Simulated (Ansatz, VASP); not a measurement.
# One calculation of InP, two programs

```
In P
1.0
     0.00000    2.95379    2.95379
     2.95379    0.00000    2.95379
     2.95379    2.95379    0.00000
In P
1 1
Direct
  0.00000 0.00000 0.00000
  0.25000 0.25000 0.25000
```

Alike in both runs: task single point; functional r2SCAN; k mesh 8 × 8 × 8; no spin polarisation.

|  | VASP | Ansatz |
| --- | --- | --- |
| version | VASP 6.6.1 | Ansatz 0.2.0 |
| potentials or method | VASP PAW PBE potentials, release 64 (In_d, P) | plane waves, PAW |
| plane-wave cutoff (eV) | 520 | 500 |
| occupations | gaussian, width 0.01 eV | fixed |
| valence electrons in the cell | 18 | 18 |

Ansatz gave:

* gap on the k mesh at the Fermi level (eV): 1.03
* pressure (GPa): 0.0

Q: What did VASP give for the same quantities?

A: gap on the k mesh at the Fermi level (eV): 1.03; pressure (GPa): -0.1.

VASP's potentials were made for PBE, not for r2SCAN.
